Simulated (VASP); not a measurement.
Here is a VASP 6.6.1 calculation.

Contents of INCAR:

```
PREC     = Accurate       # precision mode
ENCUT    = 600            # plane-wave cutoff, eV
EDIFF    = 1E-6           # SCF threshold, eV
ISMEAR   = -1             # smearing method
SIGMA    = 0.1            # smearing width, eV
LREAL    = False          # projectors in reciprocal space
LASPH    = True           # aspherical terms in the spheres
NELM     = 100            # most SCF steps
ALGO     = Normal         # electronic algorithm
ISIF     = 3              # what is computed and relaxed
LWAVE    = False          # write WAVECAR
LCHARG   = False          # write CHGCAR
GGA      = RE             # functional
IBRION   = 2              # ionic algorithm
NSW      = 80             # ionic steps
EDIFFG   = -0.01          # ionic threshold
```

File KPOINTS:

```
Automatic mesh
0
Gamma
  5 5 5
```

Contents of POSCAR:

```
Ge
1.0
    5.3590374343      0.0000000000      0.0000000000
    0.0000000000      5.3590374343      0.0000000000
    0.0000000000      0.0000000000      5.3590374343
Ge
8
Direct
    0.0000000000      0.0000000000      0.0000000000
    0.5000000000      0.5000000000      0.5000000000
    0.2500000000      0.0000000000      0.5000000000
    0.7500000000      0.0000000000      0.5000000000
    0.5000000000      0.2500000000      0.0000000000
    0.5000000000      0.7500000000      0.0000000000
    0.0000000000      0.5000000000      0.2500000000
    0.0000000000      0.5000000000      0.7500000000
```

Potentials or basis: VASP PAW PBE potentials, release 64 (Ge_d).

Launch:

```sh
$ cat potpaw_PBE.64/Ge_d/POTCAR > POTCAR
$ mpirun -np 1 vasp_std > vasp.out
```

Question: Estimate the space group after relaxing (to 0.1 Å).

Answer: Pm-3n (No. 223).

Question: What does it give for the relaxed volume?

Answer: 20.30 Å³/atom.

Question: What does it give for the band gap on the k mesh?

Answer: Zero (bands 56 and 57 overlap by 1.81 eV).

Step by step:
```tsv
step	energy change (eV)	largest force (eV/Å)	pressure (GPa)	volume (Å³)
1	0.0000	0.0000	3.62	153.91
2	-0.0901	0.0000	-0.49	163.79
3	-0.0919	0.0000	-0.05	162.42
```

Caveat: the PAW data sets were made with another functional, which shifts forces and pressure a little.
